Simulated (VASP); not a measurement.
# BN in VASP: a series of runs, part 2 of 2

VASP 6.6.1.

## Step 4: Single point, PBE

The input, INCAR:

```
SYSTEM = BN
ALGO = Normal
EDIFF = 1E-6
ENCUT = 520
GGA = PE
ISIF = 2
ISMEAR = 0
LASPH = .True.
LCHARG = .True.
LELF = .True.
LREAL = .False.
LVHAR = .True.
LWAVE = .False.
NBANDS = 16
NELM = 100
PREC = Accurate
SIGMA = 0.01
```

The input, KPOINTS:

```
k-points
0
Gamma
  6 6 2
  0 0 0
```

The input, POSCAR:

```
BN
1.0
    2.4982400000      0.0000000000      0.0000000000
   -1.2491200000      2.1635393000      0.0000000000
    0.0000000000      0.0000000000      6.6357000000
B N
2 2
Direct
    0.3333333333      0.6666666667      0.2500000000
    0.6666666667      0.3333333333      0.7500000000
    0.3333333333      0.6866666667      0.7500000000
    0.6666666667      0.3333333333      0.2500000000
```

Potentials or basis: VASP PAW PBE potentials, release 64 (B, N).

Started as:

```
$ cat potpaw_PBE.64/B/POTCAR potpaw_PBE.64/N/POTCAR > POTCAR
$ mpirun -np 1 vasp_std > vasp.out
```

OUTCAR:

```text
SYSTEM = BN
   EDIFF = 1E-6
   ENCUT = 520
   GGA = PE
   ISIF = 2
   ISMEAR = 0
   LASPH = .True.
   LREAL = .False.
   NELM = 100
   PREC = Accurate

 ion  position               nearest neighbor table
   1  0.333  0.667  0.250-   4 1.44   4 1.44   4 1.44
   2  0.667  0.333  0.750-   3 1.40   3 1.44   3 1.49
   3  0.333  0.687  0.750-   2 1.40   2 1.44   2 1.49
   4  0.667  0.333  0.250-   1 1.44   1 1.44   1 1.44

  LATTYP: Found a hexagonal cell.
 ALAT       =     2.4982400000
 C/A-ratio  =     2.6561499296

  Lattice vectors:

 A1 = (   2.4982400000,   0.0000000000,   0.0000000000)
 A2 = (  -1.2491200000,   2.1635393000,   0.0000000000)
 A3 = (   0.0000000000,   0.0000000000,   6.6357000000)

Analysis of symmetry for initial positions (statically):
=====================================================================
 Subroutine PRICEL returns:
 Original cell was already a primitive cell.

 Routine SETGRP: Setting up the symmetry group for a
 hexagonal supercell.

 Subroutine GETGRP returns: Found  2 space group operations
 (whereof  1 operations were pure point group operations)
 out of a pool of 24 trial point group operations.

The static configuration has the point symmetry C_1 .
 The point group associated with its full space group is C_1h.

Analysis of symmetry for dynamics (positions and initial velocities):
=====================================================================
 Subroutine PRICEL returns:
 Original cell was already a primitive cell.

 Routine SETGRP: Setting up the symmetry group for a
 hexagonal supercell.

 Subroutine GETGRP returns: Found  2 space group operations
 (whereof  1 operations were pure point group operations)
 out of a pool of 24 trial point group operations.

The dynamic configuration has the point symmetry C_1 .
 The point group associated with its full space group is C_1h.

 Subroutine INISYM returns: Found  2 space group operations
 (whereof  1 operations are pure point group operations),
 and found     1 'primitive' translations

[... 115 lines left out ...]
   IALGO  =     38    algorithm
   IMIX   =      4    mixing-type and parameters
     AMIX     =   0.40;   BMIX     =  1.00
     AMIX_MAG =   1.60;   BMIX_MAG =  1.00
  volume/ion in A,a.u.               =       8.97        60.51
  Fermi-wavevector in a.u.,A,eV,Ry     =   1.250891  2.363842 21.289433  1.564729
  Thomas-Fermi vector in A             =   2.384864
   LORBIT       =      0    0 simple, 1 ext, 2 COOP (PROOUT), +10 PAW based schemes
   GGA     = PE    functional components
   LHFCALC =     F    Hartree Fock is set to
   AEXX    =    0.0000 exact exchange contribution
   IVDW    =     0    specifies the selected vdW correction
   LEPSILON=     F    determine dielectric tensor
   LRPA    =     F    only Hartree local field effects (RPA)
 non-spin polarized calculation
 Gauss-broadening in eV      SIGMA  =   0.01
  energy-cutoff  :      520.00
  volume of cell :       35.87
 maximum number of plane-waves:       985
 NGX is ok and might be reduce to    20
   NGX =  9   NGY =  9   NGZ = 25

 number of electron      15.9999997 magnetization

 Free energy of the ion-electron system (eV)
  ---------------------------------------------------
  ext. energy  EPLUGINS =         0.00000000
  ---------------------------------------------------
  free energy    TOTEN  =       -35.09281563 eV

  energy without entropy =      -35.09281563  energy(sigma->0) =      -35.09281563

 E-fermi :   2.3920     XC(G=0): -10.0877

 val. band max:        2.3059774451   @ k =   0.3333   0.3333   0.5000
 cond. band min:       6.5225912016   @ k =   0.0000   0.5000   0.0000
 fundamental gap:      4.2166137565
 Fermi energy:         2.3919800153

 k-point     1 :       0.0000    0.0000    0.0000
  band No.  band energies     occupation
      1     -15.5329      2.00000
      2     -15.2377      2.00000
      3      -3.9450      2.00000
      4      -1.8180      2.00000
      5       0.4276      2.00000
      6       1.0021      2.00000
[... 433 lines left out ...]
      3      -2.3146      2.00000
      4      -2.2986      2.00000
      5      -0.9590      2.00000
      6      -0.7502      2.00000
[... 8 lines left out ...]
     15      16.1905      0.00000
     16      16.8491      0.00000

 [... further k-points ...]
[... 5 lines left out ...]
  --------------------------------------------------------------------------------------
  -------------------------------------------------------------------------------------
  Total        0.9588520      2.1676747      0.6500523      0.2990380      0.0000000      0.0000000
  in kB       42.8327998     96.8320236     29.0384329     13.3583041      0.0000000      0.0000000
  external PRESSURE =      56.2344188 kB  Pullay stress =       0.0000000 kB

 VOLUME and BASIS-vectors are now :
 -----------------------------------------------------------------------------
  energy-cutoff  :      520.00
  volume of cell :       35.87
      direct lattice vectors                 reciprocal lattice vectors
     2.498240000  0.000000000  0.000000000     0.400281798  0.231102805  0.000000000
    -1.249120000  2.163539300  0.000000000     0.000000000  0.462205609  0.000000000
     0.000000000  0.000000000  6.635700000     0.000000000  0.000000000  0.150700002

 POSITION                                       TOTAL-FORCE (eV/Angst)
 -----------------------------------------------------------------------------------
     -0.00000      1.44236      1.65892        -0.000416      0.000432      0.000000
      1.24912      0.72118      4.97677        -0.912117      1.908144      0.000000
     -0.02498      1.48563      4.97677         0.913628     -1.912185      0.000000
      1.24912      0.72118      1.65892        -0.001095      0.003609      0.000000
 -----------------------------------------------------------------------------------
    total drift:                                0.000162     -0.000335     -0.000000

  FREE ENERGIE OF THE ION-ELECTRON SYSTEM (eV)
  ---------------------------------------------------
  free  energy   TOTEN  =       -35.0928156259 eV

  energy  without entropy=      -35.0928156259  energy(sigma->0) =      -35.09281563
```

It took 19 s on 1 thread of Intel Xeon 6975P-C, shared host; peak memory 0.15 GiB.

What came out:

| Item | Value |
| --- | --- |
| Free energy | -35.0928 eV |
| Pressure | 5.6 GPa |
| Largest force | 2.119 eV/Å |
| Band gap on the k mesh | 4.22 eV, indirect (least direct gap 4.62 eV) |

Forces on the atoms (eV/Å):
```
B    0.000  0.000  0.000
B   -0.912  1.908  0.000
N    0.914 -1.912  0.000
N   -0.001  0.004  0.000
```

Caveat: the k points lie up to 0.48 Å⁻¹ apart; this functional lacks dispersion, which binds the layers, so the pressure and a relaxed spacing across them are unreliable; forces of over 1 eV/Å act on the atoms, so gaps and moduli don't describe the material at rest. A k mesh can miss the band edges.

## Step 5: Single point, PBE

The input, INCAR:

```
SYSTEM = BN
PREC     = Accurate       ! precision mode
ENCUT    = 520            ! plane-wave cutoff, eV
EDIFF    = 1E-6           ! SCF threshold, eV
ISMEAR   = 0              ! smearing method
SIGMA    = 0.01           ! smearing width, eV
LREAL    = .False.        ! projectors in reciprocal space
LASPH    = .True.         ! aspherical terms in the spheres
NELM     = 100            ! most SCF steps
ALGO     = Normal         ! electronic algorithm
ISIF     = 2              ! what is computed and relaxed
LWAVE    = .False.        ! write WAVECAR
LCHARG   = .False.        ! write CHGCAR
GGA      = PE             ! functional
NBANDS   = 16             ! bands
```

The input, KPOINTS:

```
Automatic mesh
0
Gamma
  6 6 2
  0 0 0
```

POSCAR, as its differences from that of step 4:

```diff
@@ -10,3 +10,3 @@
     0.6666666667      0.3333333333      0.7500000000
-    0.3333333333      0.6866666667      0.7500000000
+    0.3333333333      0.6966666667      0.7500000000
     0.6666666667      0.3333333333      0.2500000000
```

Started as:

```
$ cat potpaw_PBE.64/B/POTCAR potpaw_PBE.64/N/POTCAR > POTCAR
$ mpirun -np 1 vasp_std > vasp.out
```

It took 17 s on 1 thread of Intel Xeon 6975P-C, shared host; peak memory 0.15 GiB.

Results (log left out):

| Quantity | Value |
| --- | --- |
| Free energy | -35.0268 eV |
| Pressure | 6.2 GPa |
| Largest force | 3.199 eV/Å |
| Band gap on the k mesh | 4.18 eV, indirect (least direct gap 4.57 eV) |

Forces on the atoms (eV/Å):
```
B   -0.001  0.001  0.000
B   -1.264  2.932  0.000
N    1.265 -2.939  0.000
N   -0.001  0.006  0.000
```

Stress tensor (GPa, compression positive):
```
 3.69  1.92  0.00
 1.92 12.07  0.00
 0.00  0.00  2.91
```

Levels at points of the mesh, in eV from the valence-band top:
| k point | band 5 | band 6 | band 7 | band 8 | band 9 | band 10 | band 11 | band 12 |
| --- | --- | --- | --- | --- | --- | --- | --- | --- |
| (0.00, 0.00, 0.00) | -2.16 | -1.30 | -1.30 | -0.43 | 5.27 | 10.36 | 10.51 | 11.66 |
| (0.50, 0.00, 0.00) | -4.13 | -4.02 | -1.46 | -0.44 | 4.29 | 5.68 | 9.48 | 9.94 |
| (0.00, 0.50, 0.00) | -4.12 | -3.72 | -1.31 | -0.39 | 4.18 | 5.35 | 9.64 | 10.06 |
| (0.50, 0.50, 0.00) | -4.51 | -4.12 | -1.62 | -0.49 | 4.37 | 6.09 | 9.51 | 9.98 |
| (0.00, 0.00, 0.50) | -2.16 | -1.30 | -1.30 | -0.43 | 7.64 | 7.64 | 10.54 | 11.67 |
| (0.50, 0.00, 0.50) | -4.12 | -4.03 | -0.94 | -0.92 | 4.75 | 4.77 | 9.76 | 9.99 |
| (0.00, 0.50, 0.50) | -4.12 | -3.73 | -0.92 | -0.70 | 4.30 | 4.75 | 10.00 | 10.06 |
| (0.50, 0.50, 0.50) | -4.51 | -4.12 | -1.18 | -0.92 | 4.76 | 5.28 | 9.84 | 9.98 |

Caveat: the k points lie up to 0.48 Å⁻¹ apart; this functional lacks dispersion, which binds the layers, so the pressure and a relaxed spacing across them are unreliable; forces of over 1 eV/Å act on the atoms, so gaps and moduli don't describe the material at rest. A k mesh can miss the band edges.
